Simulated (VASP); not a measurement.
## Mg3TeSe2: single point with PBE

Crystal: Mg3TeSe2.

```
Mg Te Se
1.0
     3.90000    0.00000    0.00000
     0.00000    3.90000    0.00000
     0.00000    0.00000   11.59806
Mg Te Se
3 1 2
Cartesian
  1.9500 1.9500 0.0000
  0.0000 1.9500 4.6790
  1.9500 0.0000 6.9191
  0.0000 0.0000 0.0000
  0.0000 1.9500 7.3248
  1.9500 0.0000 4.2732
```

The cell was generated, and may not be a known phase.

* Program: VASP 6.6.1
* Task: single point
* Functional: PBE
* Potentials or basis: VASP PAW PBE potentials, release 64 (Mg, Te, Se)
* Cutoff: 520 eV
* k mesh: 4 × 4 × 2
* Occupations: gaussian, width 0.1 eV
* Spin: no spin polarisation
* Dipole correction: no
* Further INCAR settings: ALGO = Normal; EDIFF = 1e-06; NBANDS = 21

```
Pressure               : -0.1 GPa
Largest force          : 0.028 eV/Å
Band gap on the k mesh : 0.24 eV (least direct gap 0.42 eV)
```

Forces in eV/Å, atoms in the order of the input:
```
Mg   0.000  0.000  0.000
Mg   0.000  0.000  0.018
Mg   0.000  0.000 -0.018
Te   0.000  0.000  0.000
Se   0.000  0.000 -0.028
Se   0.000  0.000  0.028
```

Levels at points of the mesh, in eV from the valence-band top:
```csv
k point,band 8,band 9,band 10,band 11,band 12,band 13,band 14,band 15,band 16,band 17
"(0.00, 0.00, 0.00)",-1.22,-1.02,-1.02,-0.70,-0.70,1.16,1.98,2.35,3.95,4.20
"(0.50, 0.00, 0.00)",-1.92,-1.04,-1.00,-0.98,0.00,2.12,3.56,3.97,4.64,4.74
"(0.50, 0.50, 0.00)",-3.00,-2.98,-2.03,-2.03,-0.18,0.24,1.51,1.51,4.15,4.19
"(0.00, 0.00, 0.50)",-1.76,-1.03,-1.03,-0.69,-0.69,1.63,1.98,2.10,3.93,4.18
"(0.50, 0.00, 0.50)",-1.95,-1.00,-0.98,-0.88,0.00,2.47,3.28,3.30,4.68,5.00
"(0.50, 0.50, 0.50)",-3.00,-2.97,-2.02,-2.02,-0.21,0.26,1.46,1.46,3.70,4.32
```

Run time: 52 s on 1 thread of Intel(R) Xeon(R) Platinum 8375C CPU @ 2.90GHz (Ice Lake), with other jobs on the host, peak memory 0.28 GiB.

Caveat: semilocal functionals underestimate gaps, and a narrow one can read as zero; spin-orbit coupling is left out, which moves the levels of the heavy elements. A k mesh can miss the band edges.
